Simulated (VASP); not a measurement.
Crystal: CaO.

```xyz
8
Lattice="7.2599 0.0000 0.0000 0.0000 4.1337 0.0000 0.0000 0.0000 3.9140" Properties=species:S:1:pos:R:3 pbc="T T T"
Ca    5.4449    0.0000    1.3911
Ca    0.0000    2.0668    0.0000
Ca    1.8150    0.0000    2.5230
Ca    3.6299    2.0668    0.0000
O     5.4449    2.0668    2.5230
O     0.0000    0.0000    0.0000
O     1.8150    2.0668    1.3911
O     3.6299    0.0000    0.0000
```

The cell was generated, and may not be a known phase.

- Program: VASP 6.6.1
- Task: relaxation of cell and atoms
- Functional: PBE
- Potentials or basis: VASP PAW PBE potentials, release 64 (Ca_sv, O)
- Cutoff: 600 eV
- k mesh: 4 × 4 × 4
- Occupations: gaussian, width 0.1 eV
- Spin: no spin polarisation

At the start: pressure 11.4 GPa; volume 14.68 Å³/atom.

How do energy, volume and symmetry change on relaxing?

Over 13 steps the energy falls by 519.9 meV/atom and the volume is 14.17 Å³/atom (-3.5 %); space group Pmma (No. 51, to 0.1 Å) before, Fm-3m (No. 225, to 0.1 Å).

Step by step:
```csv
step,energy change (eV),largest force (eV/Å),pressure (GPa),volume (Å³)
1,0.0000,1.8243,11.40,117.46
2,-1.9644,1.1882,-8.24,135.03
3,-1.9628,1.2284,-7.48,133.90
4,-2.8597,1.3080,-4.04,123.38
5,-3.2062,1.3640,3.20,112.06
6,-3.7497,0.7121,3.08,110.57
7,-3.9166,0.0868,4.16,109.21
8,-4.1148,0.1290,-3.27,116.96
9,-4.1314,0.1134,-1.81,115.16
10,-4.1552,0.0958,0.77,112.37
11,-4.1578,0.1004,0.14,113.03
12,-4.1590,0.0665,-0.04,113.20
13,-4.1594,0.0315,-0.21,113.38
```

Final structure:
```yaml
crystal:
  lattice:
    - [6.84100, 0.00000, 0.00000]
    - [0.00000, 4.83139, 0.00000]
    - [0.00000, 0.00000, 3.43047]
  atoms:
    - { symbol: Ca, position: [0.75000, 0.00000, 0.49974] }
    - { symbol: Ca, position: [0.00000, 0.50000, 0.00000] }
    - { symbol: Ca, position: [0.25000, 0.00000, 0.50026] }
    - { symbol: Ca, position: [0.50000, 0.50000, 0.00000] }
    - { symbol: O, position: [0.75000, 0.50000, 0.49809] }
    - { symbol: O, position: [0.00000, 0.00000, 0.00000] }
    - { symbol: O, position: [0.25000, 0.50000, 0.50191] }
    - { symbol: O, position: [0.50000, 0.00000, 0.00000] }
```

Caveat: a cell axis changed by over 15 % at a fixed basis, so the end point is rough.
